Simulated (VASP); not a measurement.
A run of VASP 6.6.1 is set up as follows.

File INCAR:

```
SYSTEM = Te
PREC = Accurate ; ENCUT = 520
EDIFF = 1E-6 ; ISMEAR = -1
SIGMA = 0.05 ; LREAL = .False.
LASPH = .True. ; NELM = 60
ALGO = Normal ; ISIF = 2
LWAVE = .False. ; LCHARG = .False.
GGA = PE ; NBANDS = 16
```

The input KPOINTS:

```
regular mesh
0
Gamma
  3 3 2
  0 0 0
```

File POSCAR:

```
Te
1.0
    4.5302708278      0.0000000000      0.0000000000
   -2.2651354139      3.9233296229      0.0000000000
    0.0000000000      0.0000000000      5.9374277250
Te
3
Direct
    0.2684005468      1.0000000000      0.3333333333
    0.0000000000      0.2684005468      0.6666666667
    0.7315994532      0.7315994532      0.0000000000
```

Potentials or basis: VASP PAW PBE potentials, release 64 (Te).

The run is started by

```bash
$ cat potpaw_PBE.64/Te/POTCAR > POTCAR
$ mpirun -np 1 vasp_std > vasp.out
```

Problem. Predict the largest force.

Solution. 0.246 eV/Å.

Problem. What does it give for the band gap on the k mesh?

Solution. 0.24 eV, direct.

Problem. What does it give for the pressure?

Solution. 0.4 GPa.

Forces in eV/Å, atoms in the order of the input:
```
Te  -0.246  0.000  0.000
Te   0.123 -0.213  0.000
Te   0.123  0.213  0.000
```

Caveat: the k points lie up to 0.53 Å⁻¹ apart; spin-orbit coupling is left out, which moves the levels of the heavy elements. A k mesh can miss the band edges.
